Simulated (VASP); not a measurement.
Here is a VASP 6.6.1 calculation.

The input INCAR:

```
  ALGO = Normal
  EDIFF = 1E-8
  ENCUT = 400
  GGA_COMPAT = F
  ISIF = 2
  ISMEAR = -1
  LASPH = T
  LCHARG = F
  LEFG = T
  LREAL = F
  LWAVE = F
  NBANDS = 16
  NELM = 120
  PREC = Accurate
  SIGMA = 0.08
```

Contents of KPOINTS:

```
k-points
0
Gamma
  10 10 10
```

The input POSCAR:

```
HgTe
1.0
    0.0000000000      2.9215000000      2.9799300000
    2.9215000000      0.0000000000      2.9799300000
    2.9215000000      2.9215000000      0.0000000000
Hg Te
1 1
Direct
    0.0000000000      0.0000000000      0.0000000000
    0.5000000000      0.5000000000      0.5000000000
```

Potentials or basis: VASP PAW LDA potentials, release 64 (Hg, Te).

The run is started by

```console
$ cat potpaw_LDA.64/Hg/POTCAR potpaw_LDA.64/Te/POTCAR > POTCAR
$ mpirun -np 1 vasp_std > vasp.out
```

**Question.** What does it give for the pressure?

**Answer.** 2.8 GPa.

**Question.** Predict the band gap on the k mesh.

**Answer.** Zero (band 9 reaches 6.01 eV, above the bottom of band 10 at 2.85 eV).

Stress tensor (GPa, compression positive):
```
3.53 0.00 0.00
0.00 3.53 0.00
0.00 0.00 1.29
```

Caveat: the cell differs from its parent crystal (zz strain of +2 %); without QUAD_EFG the Cq values of the log hold for a quadrupole moment of 1 mb, not for the nuclei; spin-orbit coupling is left out, which moves the levels of the heavy elements.
